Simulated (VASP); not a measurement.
# B2C (P4/mmm) in VASP: further runs

Runs on B2C. Level: PBE. Tasks: single point.

Program: VASP 6.6.1. These are calculated values, not measurements. Logs are shortened: lines on timing, memory, paths and dates and some standing lists are left out, and cuts for length are marked.

### Step 1. The cell of the first run

Symmetry: P4/mmm, No. 123, tetragonal system. The conventional cell has a = 2.669 Å, b = 2.669 Å, c = 2.940 Å, α = 90.00°, β = 90.00°, γ = 90.00°. Within 2.5 Å of B (site symmetry 4/mmm) lie 4 C at 1.89 Å and 8 B at 2.39 Å. Within 2.0 Å of B (site symmetry 4/mmm) lie 2 C at 1.47 Å. C (site symmetry 4/mmm) has 6 B at 1.47 to 1.89 Å within 2.0 Å.

### Step 2. Single point, PBE

The input, INCAR:

```
SYSTEM = B2C
ALGO = Normal
EDIFF = 1E-6
ENCUT = 600
GGA = PE
GGA_COMPAT = .False.
ISIF = 2
ISMEAR = 0
LASPH = .True.
LCHARG = .False.
LREAL = .False.
LWAVE = .False.
NBANDS = 12
NELM = 120
PREC = Accurate
SIGMA = 0.2
```

The input, KPOINTS:

```
k-points
0
Gamma
  7 7 5
  0 0 0
```

The input, POSCAR:

```
B2C
1.0
    2.6685926208      0.0000000000      0.0000000000
    0.0000000000      2.6685926208      0.0000000000
    0.0000000000      0.0000000000      2.9399998751
B C
2 1
Direct
    0.5000000000      0.5000000000      0.0000000000
    0.0000000000      0.0000000000      0.5000000000
    0.0000000000      0.0000000000      0.0000000000
```

Potentials or basis: VASP PAW PBE potentials, release 64 (B, C).

On the command line:

```bash
cat potpaw_PBE.64/B/POTCAR potpaw_PBE.64/C/POTCAR > POTCAR
mpirun -np 1 vasp_std > vasp.out
```

OUTCAR:

```text
SYSTEM = B2C
   EDIFF = 1E-6
   ENCUT = 600
   GGA = PE
   ISIF = 2
   ISMEAR = 0
   LASPH = .True.
   LREAL = .False.
   NELM = 120
   PREC = Accurate

 ion  position               nearest neighbor table
   1  0.500  0.500  0.000-   3 1.89   3 1.89   3 1.89   3 1.89
   2  0.000  0.000  0.500-   3 1.47   3 1.47
   3  0.000  0.000  0.000-   2 1.47   2 1.47   1 1.89   1 1.89   1 1.89   1 1.89

  LATTYP: Found a simple tetragonal cell.
 ALAT       =     2.6685926208
 C/A-ratio  =     1.1017042662

  Lattice vectors:

 A1 = (   2.6685926208,   0.0000000000,   0.0000000000)
 A2 = (   0.0000000000,   2.6685926208,   0.0000000000)
 A3 = (   0.0000000000,   0.0000000000,   2.9399998751)

Analysis of symmetry for initial positions (statically):
=====================================================================
 Subroutine PRICEL returns:
 Original cell was already a primitive cell.

 Routine SETGRP: Setting up the symmetry group for a
 simple tetragonal supercell.

 Subroutine GETGRP returns: Found 16 space group operations
 (whereof 16 operations were pure point group operations)
 out of a pool of 16 trial point group operations.

The static configuration has the point symmetry D_4h.

Analysis of symmetry for dynamics (positions and initial velocities):
=====================================================================
 Subroutine PRICEL returns:
 Original cell was already a primitive cell.

 Routine SETGRP: Setting up the symmetry group for a
 simple tetragonal supercell.

 Subroutine GETGRP returns: Found 16 space group operations
 (whereof 16 operations were pure point group operations)
 out of a pool of 16 trial point group operations.

The dynamic configuration has the point symmetry D_4h.

 Subroutine INISYM returns: Found 16 space group operations
 (whereof 16 operations are pure point group operations),
 and found     1 'primitive' translations

----------------------------------------------------------------------------------------

                                     Primitive cell

  volume of cell :      20.9369

  direct lattice vectors                    reciprocal lattice vectors
     2.668592621  0.000000000  0.000000000     0.374729358  0.000000000  0.000000000
     0.000000000  2.668592621  0.000000000     0.000000000  0.374729358  0.000000000
     0.000000000  0.000000000  2.939999875     0.000000000  0.000000000  0.340136069

  length of vectors
     2.668592621  2.668592621  2.939999875     0.374729358  0.374729358  0.340136069

  position of ions in fractional coordinates (direct lattice)
     0.500000000  0.500000000  0.000000000
     0.000000000  0.000000000  0.500000000
     0.000000000  0.000000000  0.000000000

  ion indices of the primitive-cell ions
   primitive index   ion index
                 1           1
                 2           2
                 3           3

----------------------------------------------------------------------------------------

 KPOINTS: k-points

Automatic generation of k-mesh.
 Grid dimensions read from file:
 generate k-points for:    7    7    5

 Generating k-lattice:

  Cartesian coordinates                     Fractional coordinates (reciprocal lattice)
     0.053532765  0.000000000  0.000000000     0.142857143  0.000000000  0.000000000
     0.000000000  0.053532765  0.000000000     0.000000000  0.142857143  0.000000000
     0.000000000  0.000000000  0.068027214     0.000000000  0.000000000  0.200000000

  Length of vectors
     0.053532765  0.053532765  0.068027214

  Shift w.r.t. Gamma in fractional coordinates (k-lattice)
     0.000000000  0.000000000  0.000000000

 Subroutine IBZKPT returns following result:
 ===========================================

 Found     30 irreducible k-points:

 Following reciprocal coordinates:
            Coordinates               Weight
  0.000000  0.000000  0.000000      1.000000
  0.142857  0.000000  0.000000      4.000000
  0.285714  0.000000  0.000000      4.000000
  0.428571  0.000000  0.000000      4.000000
  0.142857  0.142857  0.000000      4.000000
  0.285714  0.142857  0.000000      8.000000
[... 16 lines left out ...]
  0.285714  0.000000  0.400000      8.000000
  0.428571  0.000000  0.400000      8.000000
 [... further k-points ...]
   k-points           NKPTS =     30   k-points in BZ     NKDIM =     30   number of bands    NBANDS=     12
   number of dos      NEDOS =    301   number of ions     NIONS =      3
   total plane-waves  NPLWV =  13824
   dimension x,y,z NGX =    24 NGY =   24 NGZ =   24
   dimension x,y,z NGXF=    48 NGYF=   48 NGZF=   48
   ions per type =               2   1
   NGX,Y,Z   is equivalent  to a cutoff of  14.95, 14.95, 13.57 a.u.
   NGXF,Y,Z  is equivalent  to a cutoff of  29.90, 29.90, 27.14 a.u.
 SYSTEM =  B2C
   PREC   = accura    normal or accurate (medium, high low for compatibility)
   ISTART =      0    job   : 0-new  1-cont  2-samecut
   ICHARG =      2    charge: 1-file 2-atom 10-const
   ISPIN  =      1    spin polarized calculation?
   LNONCOLLINEAR =      F non collinear calculations
   LSORBIT =      F    spin-orbit coupling
   LASPH  =      T    aspherical Exc in radial PAW
   ENCUT  =  600.0 eV  44.10 Ry    6.64 a.u.   5.33  5.33  5.87*2*pi/ulx,y,z
   NELM   =    120;   NELMIN=  2; NELMDL= -5     # of ELM steps
   EDIFF  = 0.1E-05   stopping-criterion for ELM
   LREAL  =      F    real-space projection
   EDIFFG = 0.1E-04   stopping-criterion for IOM
   NSW    =      0    number of steps for IOM
   IBRION =     -1    ionic relax: 0-MD 1-quasi-New 2-CG
   NFREE  =      0    steps in history (QN), initial steepest desc. (CG)
   ISIF   =      2    stress and relaxation
   ISYM   =      2    0-nonsym 1-usesym 2-fastsym
   POTIM  = 0.5000    time-step for ionic-motion
   TEBEG  =    0.0;   TEEND  =   0.0 temperature during run
   PSTRESS=    0.0 pullay stress
   NELECT =      10.0000    total number of electrons
   NUPDOWN=      -1.0000    fix difference up-down
   EMIN   =  10.00;   EMAX   =-10.00  energy-range for DOS
   EFERMI =   0.00;   METHOD = LEGACY
   ISMEAR =     0;   SIGMA  =   0.20  broadening in eV -4-tet -1-fermi 0-gaus
   EFERMI_NEDOS =   21; number of points for ismear=-14 and -15
   IALGO  =     38    algorithm
   IMIX   =      4    mixing-type and parameters
     AMIX     =   0.40;   BMIX     =  1.00
     AMIX_MAG =   1.60;   BMIX_MAG =  1.00
  volume/ion in A,a.u.               =       6.98        47.10
  Fermi-wavevector in a.u.,A,eV,Ry     =   1.279688  2.418260 22.280931  1.637602
  Thomas-Fermi vector in A             =   2.412159
   LORBIT       =      0    0 simple, 1 ext, 2 COOP (PROOUT), +10 PAW based schemes
   GGA     = PE    functional components
   LHFCALC =     F    Hartree Fock is set to
   AEXX    =    0.0000 exact exchange contribution
   IVDW    =     0    specifies the selected vdW correction
   LEPSILON=     F    determine dielectric tensor
   LRPA    =     F    only Hartree local field effects (RPA)
 non-spin polarized calculation
 Gauss-broadening in eV      SIGMA  =   0.20
  energy-cutoff  :      600.00
  volume of cell :       20.94
 maximum number of plane-waves:       711
 NGX is ok and might be reduce to    24

 number of electron      10.0000000 magnetization

 Free energy of the ion-electron system (eV)
  ---------------------------------------------------
  ext. energy  EPLUGINS =         0.00000000
  ---------------------------------------------------
  free energy    TOTEN  =       -18.27236547 eV

  energy without entropy =      -18.25867719  energy(sigma->0) =      -18.26552133

 E-fermi :   8.0077     XC(G=0): -12.1846

 val. band max:        7.9531147711   @ k =   0.1429   0.0000   0.4000
 cond. band min:       8.0868214041   @ k =   0.4286   0.2857   0.4000
 fundamental gap:      0.1337066330
 Fermi energy:         8.0077447538

 k-point     1 :       0.0000    0.0000    0.0000
  band No.  band energies     occupation
      1     -10.5055      2.00000
      2      -0.7218      2.00000
      3       3.5270      2.00000
      4       3.5270      2.00000
      5       8.3484      0.01600
      6       9.2921      0.00000
      7      12.9838      0.00000
      8      15.4382      0.00000
      9      16.4494      0.00000
     10      16.4494      0.00000
     11      19.4323      0.00000
     12      19.4323      0.00000

 k-point     2 :       0.1429    0.0000    0.0000
  band No.  band energies     occupation
      1     -10.1866      2.00000
      2      -0.5236      2.00000
      3       1.6487      2.00000
      4       3.8616      2.00000
      5       8.7019      0.00000
      6      10.2231      0.00000
      7      12.4823      0.00000
      8      15.6976      0.00000
      9      16.0766      0.00000
     10      16.8323      0.00000
     11      18.3372      0.00000
     12      19.2301      0.00000

 k-point     3 :       0.2857    0.0000    0.0000
  band No.  band energies     occupation
      1      -9.2685      2.00000
      2      -1.4059      2.00000
      3      -0.0276      2.00000
      4       4.7963      2.00000
      5       9.4612      0.00000
      6      11.2924      0.00000
      7      11.4505      0.00000
      8      13.9089      0.00000
      9      14.1852      0.00000
     10      16.6260      0.00000
     11      17.9264      0.00000
     12      22.4214      0.00000

 k-point     4 :       0.4286    0.0000    0.0000
  band No.  band energies     occupation
      1      -8.0348      2.00000
      2      -3.8484      2.00000
      3       0.4381      2.00000
      4       5.9330      2.00000
      5      10.2745      0.00000
      6      10.6024      0.00000
      7      11.6704      0.00000
      8      11.9041      0.00000
      9      13.3113      0.00000
     10      15.0153      0.00000
     11      18.1678      0.00000
     12      27.9276      0.00000

 k-point     5 :       0.1429    0.1429    0.0000
  band No.  band energies     occupation
      1      -9.8673      2.00000
      2      -0.3353      2.00000
      3       1.9564      2.00000
      4       1.9830      2.00000
      5       8.9598      0.00000
      6      11.5906      0.00000
      7      12.1718      0.00000
      8      14.4306      0.00000
      9      15.4814      0.00000
     10      17.3880      0.00000
     11      17.9065      0.00000
     12      20.5499      0.00000
[... 228 lines left out ...]
      1      -9.1049      2.00000
      2      -4.5898      2.00000
      3       4.9996      2.00000
      4       4.9996      2.00000
      5       9.5746      0.00000
      6      10.2007      0.00000
      7      11.8503      0.00000
      8      11.8503      0.00000
      9      17.8644      0.00000
     10      17.8720      0.00000
     11      19.4675      0.00000
     12      19.4675      0.00000

 k-point    22 :       0.1429    0.0000    0.4000
  band No.  band energies     occupation
      1      -8.8113      2.00000
      2      -4.2712      2.00000
      3       3.1886      2.00000
      4       5.3496      2.00000
      5       7.9531      1.30072
      6      10.5846      0.00000
      7      12.0621      0.00000
      8      13.1391      0.00000
      9      17.7527      0.00000
     10      17.9384      0.00000
     11      18.5773      0.00000
     12      20.0016      0.00000

 k-point    23 :       0.2857    0.0000    0.4000
  band No.  band energies     occupation
      1      -7.9881      2.00000
      2      -3.3691      2.00000
      3       0.3165      2.00000
      4       4.9159      2.00000
      5       6.3470      2.00000
      6      11.6591      0.00000
      7      12.5790      0.00000
      8      14.3638      0.00000
      9      15.0262      0.00000
     10      17.3381      0.00000
     11      17.8907      0.00000
     12      23.9398      0.00000

 k-point    24 :       0.4286    0.0000    0.4000
  band No.  band energies     occupation
      1      -6.9796      2.00000
      2      -2.2578      2.00000
      3      -1.8118      2.00000
      4       2.5806      2.00000
      5       7.6444      1.98981
      6      12.2459      0.00000
      7      12.3814      0.00000
      8      13.2495      0.00000
      9      15.4246      0.00000
     10      16.8254      0.00000
     11      17.0087      0.00000
     12      25.0850      0.00000

 [... further k-points ...]
[... 5 lines left out ...]
  --------------------------------------------------------------------------------------
  -------------------------------------------------------------------------------------
  Total       -0.0147935     -0.0147935     -0.0938778      0.0000000      0.0000000     -0.0000000
  in kB       -1.1320588     -1.1320588     -7.1839243      0.0000000      0.0000000     -0.0000000
  external PRESSURE =      -3.1493473 kB  Pullay stress =       0.0000000 kB

 VOLUME and BASIS-vectors are now :
 -----------------------------------------------------------------------------
  energy-cutoff  :      600.00
  volume of cell :       20.94
      direct lattice vectors                 reciprocal lattice vectors
     2.668592621  0.000000000  0.000000000     0.374729358  0.000000000  0.000000000
     0.000000000  2.668592621  0.000000000     0.000000000  0.374729358  0.000000000
     0.000000000  0.000000000  2.939999875     0.000000000  0.000000000  0.340136069

 POSITION                                       TOTAL-FORCE (eV/Angst)
 -----------------------------------------------------------------------------------
      1.33430      1.33430      0.00000         0.000000      0.000000      0.000000
      0.00000      0.00000      1.47000         0.000000      0.000000      0.000000
      0.00000      0.00000      0.00000         0.000000      0.000000      0.000000
 -----------------------------------------------------------------------------------
    total drift:                                0.000000      0.000000     -0.000000

  FREE ENERGIE OF THE ION-ELECTRON SYSTEM (eV)
  ---------------------------------------------------
  free  energy   TOTEN  =       -18.2723654657 eV

  energy  without entropy=      -18.2586771945  energy(sigma->0) =      -18.26552133
```

Run time: 12 s. Hardware: 1 thread of Intel Xeon 8259CL, shared host; peak memory 0.13 GiB.

What came out:

```yaml
Free_energy: -18.2724 eV
Pressure: -0.3 GPa
Band_gap_on_the_k_mesh: zero (band 5 reaches 10.27 eV, above the bottom of band 6 at 5.88 eV)
```

Levels at points of the mesh, in eV from the Fermi level:
| k point | band 3 | band 4 | band 5 | band 6 | band 7 | band 8 |
| --- | --- | --- | --- | --- | --- | --- |
| (0.00, 0.00, 0.00) | -4.48 | -4.48 | 0.34 | 1.28 | 4.98 | 7.43 |

Caveat: the k points lie up to 0.43 Å⁻¹ apart.

### Step 3. Single point, PBE

This run uses another cell than the first one: it holds 6 atoms, not 3.

The input, INCAR:

```
SYSTEM = B2C
  PREC = Accurate
  ENCUT = 600
  EDIFF = 1E-6
  ISMEAR = 0
  SIGMA = 0.2
  LREAL = .False.
  LASPH = .True.
  NELM = 120
  ALGO = Normal
  ISIF = 2
  LWAVE = .False.
  LCHARG = .False.
  GGA = PE
  NBANDS = 19
  GGA_COMPAT = .False.
```

The input, KPOINTS:

```
Automatic mesh
0
Gamma
  5 5 3
  0 0 0
```

The input, POSCAR:

```
B2C
1.0
    3.4616445878      0.0000000000      0.0000000000
    0.0000000000      3.4616445878      0.0000000000
    0.0000000000      0.0000000000      3.3388004822
B C
4 2
Direct
    0.5000000000      0.0000000000      0.2526045454
    0.0000000000      0.5000000000      0.7473954546
    0.5000000000      0.0000000000      0.7473885698
    0.0000000000      0.5000000000      0.2526114302
    0.0000000000      0.0000000000      0.5000000000
    0.5000000000      0.5000000000      0.5000000000
```

Potentials or basis: VASP PAW PBE potentials, release 64 (B, C).

On the command line:

```bash
cat potpaw_PBE.64/B/POTCAR potpaw_PBE.64/C/POTCAR > POTCAR
mpirun -np 1 vasp_std > vasp.out
```

It took 20 s on 1 thread of Intel Xeon 8259CL, shared host; peak memory 0.15 GiB.

The run converged. Its results:

- Free energy: -36.8639 eV
- Pressure: -0.1 GPa
- Largest force: 0.013 eV/Å
- Band gap on the k mesh: zero (band 10 reaches 9.39 eV, above the bottom of band 11 at 6.61 eV)

Forces on the atoms (eV/Å):
```
B    0.000  0.000  0.013
B    0.000  0.000 -0.013
B    0.000  0.000 -0.013
B    0.000  0.000  0.013
C    0.000  0.000  0.000
C    0.000  0.000  0.000
```

Stress tensor (GPa, compression positive):
```
 0.21  0.00  0.00
 0.00  0.21  0.00
 0.00  0.00 -0.79
```

Levels at points of the mesh, in eV from the Fermi level:
| k point | band 6 | band 7 | band 8 | band 9 | band 10 | band 11 | band 12 | band 13 | band 14 | band 15 |
| --- | --- | --- | --- | --- | --- | --- | --- | --- | --- | --- |
| (0.00, 0.00, 0.00) | -6.25 | -5.29 | -2.28 | -1.58 | -1.58 | 1.03 | 4.18 | 4.18 | 4.60 | 6.96 |

Caveat: the k points lie up to 0.63 Å⁻¹ apart.
